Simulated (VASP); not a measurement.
Input of a VASP 6.6.1 run:

File INCAR:

```
PREC = Accurate
ENCUT = 520
EDIFF = 1E-6
ISMEAR = 0
SIGMA = 0.01
LREAL = Auto
LASPH = T
NELM = 150
ALGO = Normal
ISIF = 2
LWAVE = F
LCHARG = F
ISPIN = 2
MAGMOM = 0.091 0.091 0.091 0 0 0.091 0.091 0.091 0 0 0 0.091 0 0.091 0.091 0.091 0.091
LORBIT = 11
GGA = PE
NBANDS = 90
```

The input KPOINTS:

```
Automatic mesh
0
Gamma
  2 2 2
```

The input POSCAR:

```
Ga8P8H
1.0
    0.0000000000      5.5051169748     -5.5051169748
    5.5051169748      5.5051169748      0.0000000000
    5.5051169748      0.0000000000     -5.5051169748
Ga P H
8 8 1
Direct
    0.4993324828      0.4993324828      0.0006675172
    0.4993324828      0.0006675172      0.0006675172
    1.0006675172      0.4993324828      0.0006675172
    1.0000000000      0.0000000000      0.0000000000
    0.5000000000      0.5000000000      0.5000000000
    0.4993324828      0.0006675172      0.4993324828
    1.0006675172      0.4993324828      0.4993324828
    1.0006675172      0.0006675172      0.4993324828
    0.3750173769      0.3750173769      0.3750173769
    0.3750173769      0.8749478694      0.3750173769
    0.8749478694      0.3750173769      0.3750173769
    0.8729723368      0.8729723368      0.3810829896
    0.3750173769      0.3750173769      0.8749478694
    0.3810829896      0.8729723368      0.8729723368
    0.8729723368      0.3810829896      0.8729723368
    0.8729723368      0.8729723368      0.8729723368
    0.7500000000      0.7500000000      0.7500000000
```

Potentials or basis: VASP PAW PBE potentials, release 64 (Ga_d, P, H).

The run is started by

```console
$ cat potpaw_PBE.64/Ga_d/POTCAR potpaw_PBE.64/P/POTCAR potpaw_PBE.64/H/POTCAR > POTCAR
$ mpirun -np 1 vasp_std > vasp.out
```

(1) What does it give for the site moments?

(2) Estimate the net moment.

(3) Predict the largest force.

(4) Predict the pressure.

Answers

(1) Ga +0.00, +0.03 (each value once); P +0.00; H +0.06 μB.

(2) 0.25 μB per cell.

(3) 0.008 eV/Å.

(4) 0.8 GPa.

Caveat: the k points lie up to 0.49 Å⁻¹ apart; the cell differs from its parent crystal (with an interstitial atom, then relaxed in part).
